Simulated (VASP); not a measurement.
**MgO: single point with PBE**

The system is MgO.

```
Mg O
1.0
     0.00000    1.98986    1.98986
     1.98986    0.00000    1.98986
     1.98986    1.98986    0.00000
Mg O
1 1
Direct
  0.00000 0.00000 0.00000
  0.50000 0.50000 0.50000
```

| Property | Result |
| --- | --- |
| Program | VASP 6.6.1 |
| Task | single point |
| Functional | PBE |
| Potentials or basis | VASP PAW PBE potentials, release 64 (Mg, O) |
| Cutoff | 600 eV |
| k mesh | 4 × 4 × 4 |
| Occupations | gaussian, width 0.01 eV |
| Spin | no spin polarisation |

The pressure is 44.2 GPa and the band gap on the k mesh is 6.56 eV, direct.

Levels at points of the mesh, in eV from the valence-band top:
| k point | band 2 | band 3 | band 4 | band 5 | band 6 | band 7 |
| --- | --- | --- | --- | --- | --- | --- |
| (0.00, 0.00, 0.00) | 0.00 | 0.00 | 0.00 | 6.56 | 16.74 | 16.74 |
| (0.50, 0.00, 0.00) | -5.43 | -0.87 | -0.87 | 9.03 | 14.62 | 18.13 |
| (0.50, 0.50, 0.00) | -4.83 | -1.60 | -1.60 | 9.25 | 11.95 | 15.02 |

Wall time 3.8 s on 1 thread of Intel(R) Xeon(R) Platinum 8488C (Sapphire Rapids) (shared host), peak memory 0.13 GiB.

Caveat: the k points lie up to 0.68 Å⁻¹ apart. A hybrid or GW would open this gap; PBE tends to underestimate it.
